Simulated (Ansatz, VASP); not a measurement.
**MgO in VASP and in Ansatz**

The input POSCAR:

```
MgO
1.0
    0.0000000000      2.3584528521      2.3584528521
    2.3584528521      0.0000000000      2.3584528521
    2.3584528521      2.3584528521      0.0000000000
Mg O
1 1
Direct
    0.0000000000      0.0000000000      0.0000000000
    0.2500000000      0.2500000000      0.2500000000
```

Contents of INCAR.step1:

```
PREC = Accurate ; ENCUT = 520
ISMEAR = 0 ; SIGMA = 0.01
LREAL = False ; LASPH = True
NELM = 80 ; NBANDS = 11
GGA = PE ; ALGO = Normal
EDIFF = 1E-4 ; LWAVE = True
LCHARG = False
```

The input INCAR.step2:

```
PREC = Accurate ; ENCUT = 520
EDIFF = 1E-6 ; ISMEAR = 0
SIGMA = 0.01 ; LREAL = False
LASPH = True ; NELM = 80
ALGO = Normal ; ISIF = 2
LWAVE = False ; LCHARG = False
METAGGA = R2SCAN ; LMIXTAU = True
NBANDS = 11 ; ISTART = 1
```

File KPOINTS:

```
Automatic mesh
0
Gamma
  10 10 10
```

Input for Ansatz:

```yaml
crystal:
  lattice:
    - [0.0, 2.3584528521, 2.3584528521]
    - [2.3584528521, 0.0, 2.3584528521]
    - [2.3584528521, 2.3584528521, 0.0]
  atoms:
    - { symbol: Mg, position: [0.0, 0.0, 0.0] }
    - { symbol: O, position: [0.25, 0.25, 0.25] }
kpoints:
  mp_grid: { grid: [10, 10, 10] }
  band_path:
    path:
      - [0.0, 0.0, 0.0]
      - [-0.5, -0.5, 0.0]
      - [-0.375, -0.375, 0.25]
      - [-0.375, 0.0, 0.375]
      - [0.0, 0.0, 0.5]
      - [-0.5, -0.25, 0.25]
    npoints: 1
hamiltonian:
  xc: r2scan
scf:
  occupations: { method: fixed }
  n_extra_bands: 4
output:
  forces: true
  stress: true
  eigenvalues: true
```

Change from the starting cell: hydrostatic strain +3.4%.

Alike in both runs: task single point; functional r2SCAN; k mesh 10 × 10 × 10; no spin polarisation.

|  | VASP | Ansatz |
| --- | --- | --- |
| version | VASP 6.6.1 | Ansatz 0.2.0 |
| potentials or method | VASP PAW PBE potentials, release 64 (Mg, O) | plane waves, PAW |
| plane-wave cutoff (eV) | 520 | 500 |
| occupations | gaussian, width 0.01 eV | fixed |
| valence electrons in the cell | 8 | 16 |

```tsv
	VASP	Ansatz	Ansatz less VASP
gap on the k mesh at the Fermi level (eV)	3.76	3.77	+0.014
pressure (GPa)	-10.8	-10.2	+0.61
```

VASP's potentials were made for PBE, not for r2SCAN. VASP's potentials hold 8 valence electrons a cell and Ansatz's 16, so a difference there can come from the potentials and not from the codes.
